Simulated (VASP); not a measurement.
Wanted: the native input for a VASP 6.6.1 run.

- Task: single point
- Functional: PBEsol
- Potentials or basis: VASP PAW PBE potentials, release 64 (Hf_pv)
- Cutoff: 520 eV
- k mesh: 10 × 10 × 12
- Occupations: gaussian, width 0.05 eV
- Spin: no spin polarisation
- Dipole correction: no
- Further INCAR settings: ALGO = Fast; EDIFF = 1e-07; NBANDS = 22

The structure of Hf lies in POSCAR:

```
Hf
1.0
    4.9188807833      0.0000000000      0.0000000000
   -2.4594403916      4.2598757165      0.0000000000
    0.0000000000      0.0000000000      3.0606108110
Hf
3
Direct
    0.6666666667      0.3333333333      0.5000000000
    0.3333333333      0.6666666667      0.5000000000
    0.0000000000      0.0000000000      0.0000000000
```

This isn't the form of Hf at room conditions, which is hcp.

The input as run:

INCAR

```
SYSTEM = Hf
PREC     = Accurate       ! precision mode
ENCUT    = 520            ! plane-wave cutoff, eV
EDIFF    = 1E-7           ! SCF threshold, eV
ISMEAR   = 0              ! smearing method
SIGMA    = 0.05           ! smearing width, eV
LREAL    = .False.        ! projectors in reciprocal space
LASPH    = .True.         ! aspherical terms in the spheres
NELM     = 80             ! most SCF steps
ALGO     = Fast           ! electronic algorithm
ISIF     = 2              ! what is computed and relaxed
LWAVE    = .False.        ! write WAVECAR
LCHARG   = .False.        ! write CHGCAR
GGA      = PS             ! functional
NBANDS   = 22             ! bands
```

KPOINTS

```
Automatic mesh
0
Gamma
  10 10 12
  0 0 0
```

Potentials or basis: VASP PAW PBE potentials, release 64 (Hf_pv).

Launch:

```sh
$ cat potpaw_PBE.64/Hf_pv/POTCAR > POTCAR
$ mpirun -np 1 vasp_std > vasp.out
```

It gave:

| Property | Result |
| --- | --- |
| Pressure | -0.4 GPa |
| Band gap on the k mesh | zero (bands 15 and 16 overlap by 0.96 eV) |

Caveat: the PAW data sets were made with another functional, which shifts forces and pressure a little; spin-orbit coupling is left out, which moves the levels of the heavy elements.

Wall time 110 s on 1 thread of Intel(R) Xeon(R) 6975P-C (Granite Rapids) (shared host), peak memory 0.25 GiB.
